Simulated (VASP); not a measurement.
# SiP7 (P6/mmm) in VASP: further runs

The runs below take SiP7 through single point, with PBE.

All numbers are computed with VASP 6.6.1; they aren't measurements. Logs are shortened: lines on timing, memory, paths and dates and some standing lists are left out, and cuts for length are marked.

## (1) The cell of the first run

It takes space group P6/mmm (No. 191, hexagonal). The conventional cell has a = 5.387 Å, b = 5.387 Å, c = 5.036 Å, α = 90.00°, β = 90.00°, γ = 120.00°. Si (site symmetry 6/mmm) has 14 P at 2.52 to 2.90 Å within 3.3 Å. P (site symmetry 2mm) has 6 P at 2.17 to 2.86 Å within 2.9 Å. Within 3.3 Å of P (site symmetry 6/mmm) lie 2 Si at 2.52 Å and 12 P at 3.05 Å.

## (2) Single point, PBE

INCAR reads:

```
SYSTEM = SiP7
PREC = Accurate ; ENCUT = 500
EDIFF = 1E-6 ; ISMEAR = 0
SIGMA = 0.2 ; LREAL = .FALSE.
LASPH = .TRUE. ; NELM = 120
ALGO = Normal ; ISIF = 2
LWAVE = .FALSE. ; LCHARG = .TRUE.
GGA = PE ; LELF = .TRUE.
LVHAR = .TRUE. ; NBANDS = 30
GGA_COMPAT = .FALSE.
```

KPOINTS reads:

```
regular mesh
0
G
  3 3 3
  0 0 0
```

POSCAR reads:

```
SiP7
1.0
    5.3869383798     -0.0000000027      0.0000000000
   -2.6934691876      4.6652254868      0.0000000000
    0.0000000000      0.0000000000      5.0359731862
Si P
1 7
Direct
    0.0000000000      0.0000000000      0.5000000000
    0.5000000000      0.0000000000      0.2841207371
    0.0000000000      0.5000000000      0.2841207371
    0.5000000000      0.5000000000      0.2841207371
    0.0000000000      0.5000000000      0.7158792629
    0.5000000000      0.0000000000      0.7158792629
    0.5000000000      0.5000000000      0.7158792629
    0.0000000000      0.0000000000      0.0000000000
```

Potentials or basis: VASP PAW PBE potentials, release 64 (Si, P).

Launch:

```bash
cat potpaw_PBE.64/Si/POTCAR potpaw_PBE.64/P/POTCAR > POTCAR
mpirun -np 1 vasp_std > vasp.out
```

OUTCAR:

```text
SYSTEM = SiP7
   PREC = Accurate
   ENCUT = 500
   EDIFF = 1E-6
   ISMEAR = 0
   LREAL = .FALSE.
   LASPH = .TRUE.
   NELM = 120
   ISIF = 2
   GGA = PE

 ion  position               nearest neighbor table
   1  0.000  0.000  0.500-   8 2.52   8 2.52   4 2.90   7 2.90   4 2.90   7 2.90   3 2.90   5 2.90
                             5 2.90   3 2.90   2 2.90   6 2.90   6 2.90   2 2.90
   2  0.500  0.000  0.284-   6 2.17   3 2.69   3 2.69   4 2.69   4 2.69   6 2.86   1 2.90   1 2.90

   3  0.000  0.500  0.284-   5 2.17   2 2.69   2 2.69   4 2.69   4 2.69   5 2.86   1 2.90   1 2.90

   4  0.500  0.500  0.284-   7 2.17   2 2.69   2 2.69   3 2.69   3 2.69   7 2.86   1 2.90   1 2.90

   5  0.000  0.500  0.716-   3 2.17   6 2.69   6 2.69   7 2.69   7 2.69   3 2.86   1 2.90   1 2.90

   6  0.500  0.000  0.716-   2 2.17   5 2.69   5 2.69   7 2.69   7 2.69   2 2.86   1 2.90   1 2.90

   7  0.500  0.500  0.716-   4 2.17   6 2.69   6 2.69   5 2.69   5 2.69   4 2.86   1 2.90   1 2.90

   8  0.000  0.000  0.000-   1 2.52   1 2.52

  LATTYP: Found a hexagonal cell.
 ALAT       =     5.3869383798
 C/A-ratio  =     0.9348488568

  Lattice vectors:

 A1 = (   5.3869383798,  -0.0000000027,   0.0000000000)
 A2 = (  -2.6934691876,   4.6652254868,   0.0000000000)
 A3 = (   0.0000000000,   0.0000000000,   5.0359731862)

Analysis of symmetry for initial positions (statically):
=====================================================================
 Subroutine PRICEL returns:
 Original cell was already a primitive cell.

 Routine SETGRP: Setting up the symmetry group for a
 hexagonal supercell.

 Subroutine GETGRP returns: Found 24 space group operations
 (whereof 24 operations were pure point group operations)
 out of a pool of 24 trial point group operations.

The static configuration has the point symmetry D_6h.

Analysis of symmetry for dynamics (positions and initial velocities):
=====================================================================
 Subroutine PRICEL returns:
 Original cell was already a primitive cell.

 Routine SETGRP: Setting up the symmetry group for a
 hexagonal supercell.

 Subroutine GETGRP returns: Found 24 space group operations
 (whereof 24 operations were pure point group operations)
 out of a pool of 24 trial point group operations.

The dynamic configuration has the point symmetry D_6h.

 Subroutine INISYM returns: Found 24 space group operations
 (whereof 24 operations are pure point group operations),
 and found     1 'primitive' translations

----------------------------------------------------------------------------------------

                                     Primitive cell

  volume of cell :     126.5605

  direct lattice vectors                    reciprocal lattice vectors
     5.386938380 -0.000000003  0.000000000     0.185634201  0.107175956  0.000000000
    -2.693469188  4.665225487  0.000000000     0.000000000  0.214351911  0.000000000
     0.000000000  0.000000000  5.035973186     0.000000000  0.000000000  0.198571351

  length of vectors
     5.386938380  5.386938380  5.035973186     0.214351911  0.214351911  0.198571351

  position of ions in fractional coordinates (direct lattice)
     0.000000000  0.000000000  0.500000000
     0.500000000  0.000000000  0.284120737
     0.000000000  0.500000000  0.284120737
     0.500000000  0.500000000  0.284120737
     0.000000000  0.500000000  0.715879263
     0.500000000  0.000000000  0.715879263
     0.500000000  0.500000000  0.715879263
     0.000000000  0.000000000  0.000000000

  ion indices of the primitive-cell ions
   primitive index   ion index
                 1           1
                 2           2
                 3           3
                 4           4
                 5           5
                 6           6
                 7           7
                 8           8

----------------------------------------------------------------------------------------

 KPOINTS: regular mesh

Automatic generation of k-mesh.
 Grid dimensions read from file:
 generate k-points for:    3    3    3

 Generating k-lattice:

  Cartesian coordinates                     Fractional coordinates (reciprocal lattice)
     0.061878067  0.035725319  0.000000000     0.333333333  0.000000000  0.000000000
     0.000000000  0.071450637  0.000000000     0.000000000  0.333333333  0.000000000
     0.000000000  0.000000000  0.066190450     0.000000000  0.000000000  0.333333333

  Length of vectors
     0.071450637  0.071450637  0.066190450

  Shift w.r.t. Gamma in fractional coordinates (k-lattice)
     0.000000000  0.000000000  0.000000000

 Subroutine IBZKPT returns following result:
 ===========================================

 Found      6 irreducible k-points:

 Following reciprocal coordinates:
            Coordinates               Weight
  0.000000  0.000000  0.000000      1.000000
  0.333333 -0.000000  0.000000      6.000000
  0.333333  0.333333  0.000000      2.000000
  0.000000  0.000000  0.333333      2.000000
  0.333333 -0.000000  0.333333     12.000000
  0.333333  0.333333  0.333333      4.000000
   k-points           NKPTS =      6   k-points in BZ     NKDIM =      6   number of bands    NBANDS=     30
   number of dos      NEDOS =    301   number of ions     NIONS =      8
   total plane-waves  NPLWV =  64000
   dimension x,y,z NGX =    40 NGY =   40 NGZ =   40
   dimension x,y,z NGXF=    80 NGYF=   80 NGZF=   80
   ions per type =               1   7
   NGX,Y,Z   is equivalent  to a cutoff of  12.34, 12.34, 13.20 a.u.
   NGXF,Y,Z  is equivalent  to a cutoff of  24.69, 24.69, 26.41 a.u.
 SYSTEM =  SiP7
   PREC   = accura    normal or accurate (medium, high low for compatibility)
   ISTART =      0    job   : 0-new  1-cont  2-samecut
   ICHARG =      2    charge: 1-file 2-atom 10-const
   ISPIN  =      1    spin polarized calculation?
   LNONCOLLINEAR =      F non collinear calculations
   LSORBIT =      F    spin-orbit coupling
   LASPH  =      T    aspherical Exc in radial PAW
   ENCUT  =  500.0 eV  36.75 Ry    6.06 a.u.   9.82  9.82  9.18*2*pi/ulx,y,z
   NELM   =    120;   NELMIN=  2; NELMDL= -5     # of ELM steps
   EDIFF  = 0.1E-05   stopping-criterion for ELM
   LREAL  =      F    real-space projection
   EDIFFG = 0.1E-04   stopping-criterion for IOM
   NSW    =      0    number of steps for IOM
   IBRION =     -1    ionic relax: 0-MD 1-quasi-New 2-CG
   NFREE  =      0    steps in history (QN), initial steepest desc. (CG)
   ISIF   =      2    stress and relaxation
   ISYM   =      2    0-nonsym 1-usesym 2-fastsym
   POTIM  = 0.5000    time-step for ionic-motion
   TEBEG  =    0.0;   TEEND  =   0.0 temperature during run
   PSTRESS=    0.0 pullay stress
   NELECT =      39.0000    total number of electrons
   NUPDOWN=      -1.0000    fix difference up-down
   EMIN   =  10.00;   EMAX   =-10.00  energy-range for DOS
   EFERMI =   0.00;   METHOD = LEGACY
   ISMEAR =     0;   SIGMA  =   0.20  broadening in eV -4-tet -1-fermi 0-gaus
   EFERMI_NEDOS =   21; number of points for ismear=-14 and -15
   IALGO  =     38    algorithm
   IMIX   =      4    mixing-type and parameters
     AMIX     =   0.40;   BMIX     =  1.00
     AMIX_MAG =   1.60;   BMIX_MAG =  1.00
  volume/ion in A,a.u.               =      15.82       106.76
  Fermi-wavevector in a.u.,A,eV,Ry     =   1.105767  2.089597 16.636129  1.222721
  Thomas-Fermi vector in A             =   2.242259
   LORBIT       =      0    0 simple, 1 ext, 2 COOP (PROOUT), +10 PAW based schemes
   GGA     = PE    functional components
   LHFCALC =     F    Hartree Fock is set to
   AEXX    =    0.0000 exact exchange contribution
   IVDW    =     0    specifies the selected vdW correction
   LEPSILON=     F    determine dielectric tensor
   LRPA    =     F    only Hartree local field effects (RPA)
 non-spin polarized calculation
 Gauss-broadening in eV      SIGMA  =   0.20
  energy-cutoff  :      500.00
  volume of cell :      126.56
 maximum number of plane-waves:      3224
 NGX is ok and might be reduce to    40
   NGX = 19   NGY = 19   NGZ = 19

 number of electron      38.9999997 magnetization

 Free energy of the ion-electron system (eV)
  ---------------------------------------------------
  ext. energy  EPLUGINS =         0.00000000
  ---------------------------------------------------
  free energy    TOTEN  =       -38.33761456 eV

  energy without entropy =      -38.27378188  energy(sigma->0) =      -38.30569822

 E-fermi :   8.6045     XC(G=0): -10.9671

 val. band max:        8.5433800166   @ k =   0.3333  -0.0000   0.0000
 cond. band min:       8.6896798520   @ k =   0.3333   0.3333   0.0000
 fundamental gap:      0.1462998354
 Fermi energy:         8.6045194047

 k-point     1 :       0.0000    0.0000    0.0000
  band No.  band energies     occupation
      1      -7.1173      2.00000
      2      -2.6698      2.00000
      3      -2.6698      2.00000
      4      -2.2279      2.00000
      5      -2.0201      2.00000
      6       0.7546      2.00000
[... 22 lines left out ...]
     29      14.2676      0.00000
     30      14.4669      0.00000

 k-point     2 :       0.3333   -0.0000    0.0000
  band No.  band energies     occupation
      1      -6.4641      2.00000
      2      -4.4820      2.00000
      3      -2.9806      2.00000
      4      -2.3780      2.00000
      5      -1.5984      2.00000
      6       0.4735      2.00000
[... 22 lines left out ...]
     29      14.3121      0.00000
     30      14.6162      0.00000

 k-point     3 :       0.3333    0.3333    0.0000
  band No.  band energies     occupation
      1      -5.3807      2.00000
      2      -5.3807      2.00000
      3      -4.4421      2.00000
      4      -1.4561      2.00000
      5      -0.5797      2.00000
      6      -0.5797      2.00000
[... 22 lines left out ...]
     29      13.7979      0.00000
     30      13.7979      0.00000

 k-point     4 :       0.0000    0.0000    0.3333
  band No.  band energies     occupation
      1      -6.7020      2.00000
      2      -4.2082      2.00000
      3      -2.3775      2.00000
      4      -2.3775      2.00000
      5      -0.8216      2.00000
      6       0.9518      2.00000
[... 22 lines left out ...]
     29      13.4259      0.00000
     30      13.8412      0.00000

 k-point     5 :       0.3333   -0.0000    0.3333
  band No.  band energies     occupation
      1      -6.0688      2.00000
      2      -4.1188      2.00000
      3      -3.5318      2.00000
      4      -2.6652      2.00000
      5      -1.8508      2.00000
      6      -0.7445      2.00000
[... 22 lines left out ...]
     29      13.2369      0.00000
     30      13.3736      0.00000

 k-point     6 :       0.3333    0.3333    0.3333
  band No.  band energies     occupation
      1      -5.0445      2.00000
      2      -5.0445      2.00000
      3      -3.8890      2.00000
      4      -2.3268      2.00000
      5      -2.0800      2.00000
      6      -2.0800      2.00000
[... 22 lines left out ...]
     29      11.7737      0.00000
     30      11.9060      0.00000

------------------------ aborting loop because EDIFF is reached ----------------------------------------

  FORCE on cell =-STRESS in cart. coord.  units (eV):
  Direction    XX          YY          ZZ          XY          YZ          ZX
  --------------------------------------------------------------------------------------
  -------------------------------------------------------------------------------------
  Total       -0.5984693     -0.5984693     -0.1641547      0.0000000      0.0000000      0.0000000
  in kB       -7.5762523     -7.5762523     -2.0780971      0.0000000      0.0000000      0.0000000
  external PRESSURE =      -5.7435339 kB  Pullay stress =       0.0000000 kB

 VOLUME and BASIS-vectors are now :
 -----------------------------------------------------------------------------
  energy-cutoff  :      500.00
  volume of cell :      126.56
      direct lattice vectors                 reciprocal lattice vectors
     5.386938380 -0.000000003  0.000000000     0.185634201  0.107175956  0.000000000
    -2.693469188  4.665225487  0.000000000     0.000000000  0.214351911  0.000000000
     0.000000000  0.000000000  5.035973186     0.000000000  0.000000000  0.198571351

 POSITION                                       TOTAL-FORCE (eV/Angst)
 -----------------------------------------------------------------------------------
      0.00000      0.00000      2.51799         0.000000      0.000000     -0.000000
      2.69347     -0.00000      1.43082         0.000000     -0.000000      0.046436
     -1.34673      2.33261      1.43082         0.000000      0.000000      0.046436
      1.34673      2.33261      1.43082         0.000000      0.000000      0.046436
     -1.34673      2.33261      3.60515        -0.000000     -0.000000     -0.046436
      2.69347     -0.00000      3.60515        -0.000000      0.000000     -0.046436
      1.34673      2.33261      3.60515        -0.000000     -0.000000     -0.046436
      0.00000      0.00000      0.00000         0.000000      0.000000     -0.000000
 -----------------------------------------------------------------------------------
    total drift:                               -0.000000      0.000000     -0.000000

  FREE ENERGIE OF THE ION-ELECTRON SYSTEM (eV)
  ---------------------------------------------------
  free  energy   TOTEN  =       -38.3376145584 eV

  energy  without entropy=      -38.2737818803  energy(sigma->0) =      -38.30569822
```

Run time: 24 s. Hardware: 1 thread of Intel Xeon Platinum 8488C (Sapphire Rapids), shared host; peak memory 0.23 GiB.

What came out:

```yaml
Free_energy: -38.3376 eV
Pressure: -0.6 GPa
Largest_force: 0.046 eV/Å
```

Forces on the atoms (eV/Å):
```
Si   0.000  0.000  0.000
P    0.000  0.000  0.046
P    0.000  0.000  0.046
P    0.000  0.000  0.046
P    0.000  0.000 -0.046
P    0.000  0.000 -0.046
P    0.000  0.000 -0.046
P    0.000  0.000  0.000
```

Levels at points of the mesh, in eV from the Fermi level:
```tsv
k point	band 15	band 16	band 17	band 18	band 19	band 20	band 21	band 22	band 23	band 24
(0.00, 0.00, 0.00)	-4.01	-3.92	-2.73	-2.73	-1.17	-1.17	1.62	2.02	2.33	2.33
```

Caveat: the k points lie up to 0.45 Å⁻¹ apart.

[end of part 1 of 2]
